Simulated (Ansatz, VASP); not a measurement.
**One calculation of Si, two programs**

The input POSCAR:

```
Si
1.0
    0.0000000000      2.6676765177      2.7620476182
    2.6676765177      0.0000000000      2.7620476182
    2.6676765177      2.6676765177      0.0000000000
Si
2
Direct
    0.0000000000      0.0000000000      0.0000000000
    0.2500000000      0.2500000000      0.2500000000
```

The input INCAR.step1:

```
SYSTEM = Si
PREC = Accurate ; ENCUT = 520
EDIFF = 1E-5 ; ISMEAR = 0
SIGMA = 0.01 ; LREAL = .False.
LASPH = .True. ; NELM = 100
ALGO = Normal ; ISIF = 2
LWAVE = .True. ; LCHARG = .False.
GGA = PE ; NBANDS = 11
```

INCAR.step2

```
SYSTEM = Si
PREC = Accurate ; ENCUT = 520
EDIFF = 1E-7 ; ISMEAR = 0
SIGMA = 0.01 ; LREAL = .False.
LASPH = .True. ; NELM = 100
ALGO = Normal ; ISIF = 2
LWAVE = .False. ; LCHARG = .False.
GGA = PE ; LHFCALC = .True.
HFSCREEN = 0.2079 ; PRECFOCK = Normal
ISTART = 1 ; NBANDS = 11
```

KPOINTS

```
Automatic mesh
0
Gamma
  6 6 6
  0 0 0
```

Input for Ansatz:

```yaml
crystal:
  lattice:
    - [0.0, 2.6676765177, 2.7620476182]
    - [2.6676765177, 0.0, 2.7620476182]
    - [2.6676765177, 2.6676765177, 0.0]
  atoms:
    - { symbol: Si, position: [0.0, 0.0, 0.0] }
    - { symbol: Si, position: [0.25, 0.25, 0.25] }
kpoints:
  mp_grid: { grid: [6, 6, 6] }
  band_path:
    path:
      - [0.0, 0.0, 0.0]
      - [0.5, 0.0, 0.5]
      - [0.625, 0.25, 0.625]
      - [0.375, 0.375, 0.75]
      - [0.5, 0.5, 0.5]
      - [0.5, 0.25, 0.75]
      - [0.0, 0.421875, 0.421875]
    npoints: 1
hamiltonian:
  xc: hse06
scf:
  occupations: { method: fixed }
  n_extra_bands: 4
output:
  forces: true
  stress: true
  eigenvalues: true
```

Change from the starting cell: epitaxial_xy strain -2.0%.

Alike in both runs: task single point; functional HSE06; k mesh 6 × 6 × 6; no spin polarisation.

|  | VASP | Ansatz |
| --- | --- | --- |
| version | VASP 6.6.1 | Ansatz 0.2.0 |
| potentials or method | VASP PAW PBE potentials, release 64 (Si) | plane waves, PAW |
| plane-wave cutoff (eV) | 520 | 420 |
| occupations | gaussian, width 0.01 eV | fixed |
| valence electrons in the cell | 8 | 8 |

|  | VASP | Ansatz | Ansatz less VASP |
| --- | --- | --- | --- |
| gap on the k mesh at the Fermi level (eV) | 1.07 | 1.06 | -0.012 |
| pressure (GPa) | 2.1 | 2.4 | +0.36 |
| traceless stress, the component that is largest in VASP (GPa) | -2.63 | -2.60 | +0.022 |

Ansatz's warnings: stress exchange threshold loose, stress scf threshold loose.
